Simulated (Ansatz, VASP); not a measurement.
## One calculation of In, two programs

```xyz
4
Lattice="3.3184 0.0000 0.0000 -1.6592 2.8738 0.0000 0.0000 0.0000 10.6537" Properties=species:S:1:pos:R:3 pbc="T T T"
In    1.6592    0.9579    7.9903
In    0.0000    0.0000    5.3269
In    0.0000    1.9159    2.6634
In    0.0000    0.0000    0.0000
```

Change from the starting cell: volume scaled by 0.96.

Alike in both runs: task single point; functional PBEsol; k mesh 9 × 9 × 3; occupations fermi-dirac, width 0.05 eV; no spin polarisation.

|  | VASP | Ansatz |
| --- | --- | --- |
| version | VASP 6.6.1 | Ansatz 0.2.0 |
| potentials or method | VASP PAW PBE potentials, release 64 (In_d), cutoff 520 eV | all-electron LAPW, scalar-relativistic |

|  | VASP | Ansatz | Ansatz less VASP |
| --- | --- | --- | --- |
| gap on the k mesh at the Fermi level (eV) | none | none | - |
| pressure (GPa) | 0.4 | 0.4 | +0.06 |
| traceless stress, the component that is largest in VASP (GPa) | 0.49 | 0.49 | +0.001 |

VASP's potentials were made for PBE, not for PBEsol. A gap of «none» marks a metal or a gap that the smearing closes. Ansatz ran all-electron here, and VASP with PAW potentials.
